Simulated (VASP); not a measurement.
Set up this calculation in VASP 6.6.1, as the native input.

```
Task                   : single point
Functional             : r2SCAN
Potentials or basis    : VASP PAW PBE potentials, release 64 (Zn, O)
Cutoff                 : 520 eV
k mesh                 : 12 × 12 × 6
Occupations            : gaussian, width 0.02 eV
Spin                   : no spin polarisation
Dipole correction      : no
Further INCAR settings : ALGO = Normal; EDIFF = 1e-07; NBANDS = 26
```

Crystal: ZnO.

```xyz
4
Lattice="3.1702 0.0000 0.0000 -1.5851 2.7454 0.0000 0.0000 0.0000 5.3159" Properties=species:S:1:pos:R:3 pbc="T T T"
Zn    1.5851    0.9151    2.6873
Zn    0.0000    1.8303    0.0294
O     1.5851    0.9151    4.6502
O     0.0000    1.8303    1.9923
```

This cell differs from its parent crystal: biaxial strain in the a-b plane: -2.0 %, then relaxed in part.

The input as run:

POSCAR

```
ZnO
1.0
    3.1701718310      0.0000000000      0.0000000000
   -1.5850859155      2.7454493400      0.0000000000
    0.0000000000      0.0000000000      5.3158875265
Zn O
2 2
Direct
    0.6666666667      0.3333333333      0.5055296292
    0.3333333333      0.6666666667      0.0055296292
    0.6666666667      0.3333333333      0.8747803708
    0.3333333333      0.6666666667      0.3747803708
```

INCAR.step1

```
PREC = Accurate
ENCUT = 520
ISMEAR = 0
SIGMA = 0.02
LREAL = False
LASPH = True
NELM = 100
NBANDS = 26
GGA = PE
ALGO = Normal
EDIFF = 1E-4
LWAVE = True
LCHARG = False
```

INCAR.step2

```
PREC = Accurate
ENCUT = 520
EDIFF = 1E-7
ISMEAR = 0
SIGMA = 0.02
LREAL = False
LASPH = True
NELM = 100
ALGO = Normal
ISIF = 2
LWAVE = False
LCHARG = False
METAGGA = R2SCAN
LMIXTAU = True
NBANDS = 26
ISTART = 1
```

KPOINTS

```
regular mesh
0
Gamma
  12 12 6
```

Potentials or basis: VASP PAW PBE potentials, release 64 (Zn, O).

The run is started by

```sh
$ cat potpaw_PBE.64/Zn/POTCAR potpaw_PBE.64/O/POTCAR > POTCAR
$ cp INCAR.step1 INCAR
$ mpirun -np 1 vasp_std > vasp.out
$ cp INCAR.step2 INCAR
$ mpirun -np 1 vasp_std > vasp.out
```

It gave:

* Pressure: 4.3 GPa
* Band gap on the k mesh: 1.21 eV, direct

Caveat: the cell differs from its parent crystal (biaxial strain in the a-b plane: -2.0 %, then relaxed in part); the PAW data sets were made with another functional, which shifts forces and pressure a little.

Run time: 3.7 min on 1 thread of Intel(R) Xeon(R) Platinum 8259CL CPU @ 2.50GHz (Skylake/Cascade Lake), on a shared host, peak memory 0.22 GiB.
